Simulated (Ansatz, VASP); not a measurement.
## Two plane-wave programs on VSi3O8

INCAR

```
PREC     = Accurate       # precision mode
ENCUT    = 520            # plane-wave cutoff, eV
EDIFF    = 1E-6           # SCF threshold, eV
ISMEAR   = -1             # smearing method
SIGMA    = 0.01           # smearing width, eV
LREAL    = F              # projectors in reciprocal space
LASPH    = T              # aspherical terms in the spheres
NELM     = 150            # most SCF steps
ALGO     = Normal         # electronic algorithm
ISIF     = 2              # what is computed and relaxed
LWAVE    = F              # write WAVECAR
LCHARG   = F              # write CHGCAR
ISPIN    = 2              # spin polarisation
MAGMOM   = 0 0 0 2 0 0 0 0 0 0 0 0 # initial moments
LORBIT   = 11             # projections on sites
LMAXMIX  = 4              # l up to which the mixer works
GGA      = PE             # functional
NBANDS   = 52             # bands
```

The input KPOINTS:

```
regular mesh
0
Gamma
  3 3 2
```

File POSCAR:

```
VSi3O8
1.0
    4.1797000000      0.0000000000      0.0000000000
    0.0000000000      4.1797000000      0.0000000000
    0.0000000000      0.0000000000      5.3338000000
Si V O
3 1 8
Direct
    0.9950299200      0.0027842700      0.0069848000
    0.0131300500      0.9955671800      0.5022456600
    0.5115664200      0.5091140600      0.2415922600
    0.5090055100      0.4890508100      0.7361962500
    0.3104515200      0.3042643500      0.9990378700
    0.3308373000      0.2975008000      0.5156473900
    0.1868292800      0.7976141600      0.2469264900
    0.1830927500      0.7987977400      0.7529372300
    0.7018990500      0.7017091500      0.0003857000
    0.7124729100      0.6775073000      0.4940049000
    0.8076988200      0.1941476100      0.2426696900
    0.8026974700      0.1917512400      0.7435220300
```

Input for Ansatz:

```yaml
crystal:
  lattice:
    - [4.1797, 0.0, 0.0]
    - [0.0, 4.1797, 0.0]
    - [0.0, 0.0, 5.3338]
  atoms:
    - { symbol: Si, position: [0.99502992, 0.00278427, 0.0069848] }
    - { symbol: Si, position: [0.01313005, 0.99556718, 0.50224566] }
    - { symbol: Si, position: [0.51156642, 0.50911406, 0.24159226] }
    - { symbol: V, position: [0.50900551, 0.48905081, 0.73619625], spin: 2.0 }
    - { symbol: O, position: [0.31045152, 0.30426435, 0.99903787] }
    - { symbol: O, position: [0.3308373, 0.2975008, 0.51564739] }
    - { symbol: O, position: [0.18682928, 0.79761416, 0.24692649] }
    - { symbol: O, position: [0.18309275, 0.79879774, 0.75293723] }
    - { symbol: O, position: [0.70189905, 0.70170915, 0.0003857] }
    - { symbol: O, position: [0.71247291, 0.6775073, 0.4940049] }
    - { symbol: O, position: [0.80769882, 0.19414761, 0.24266969] }
    - { symbol: O, position: [0.80269747, 0.19175124, 0.74352203] }
magnetization:
  spin_polarized: true
hamiltonian:
  xc: pbe
  pseudopotentials: { kind: paw }
basis:
  ecutwfc: 420
kpoints:
  mp_grid: { grid: [3, 3, 2] }
scf:
  occupations: { method: fermi_dirac, width: 0.01 }
  lower_state_search: standard
output:
  forces: true
  stress: true
  write_density: true
  write_potential: true
  elf: true
  volumetric_format: npy
```

Alike in both runs: task single point; functional PBE; k mesh 3 × 3 × 2; occupations fermi-dirac, width 0.01 eV; collinear spin.

|  | VASP | Ansatz |
| --- | --- | --- |
| version | VASP 6.6.1 | Ansatz 0.2.0 |
| potentials or method | VASP PAW PBE potentials, release 64 (Si, V_sv, O), cutoff 520 eV | PAW, plane waves, scalar-relativistic |
| valence electrons in the cell | 73 | 73 |

Ansatz gave:

- rms of the force components (eV/Å): 2.640
- net moment per atom (μB): 0.08
- size of the moment on the site where the two differ most (μB): 0.61

Question: Estimate VASP's values.

Answer: rms of the force components (eV/Å): 2.707; net moment per atom (μB): 0.08; size of the moment on the site where the two differ most (μB): 0.90.

Site moments also hang on the region over which each program counts them. Atom by atom the forces differ by 0.071 eV/Å (rms over components). With one functional, cell and mesh, what is left measures potentials, basis and numerics.

The k mesh is coarse, so the values compare programs but aren't converged.
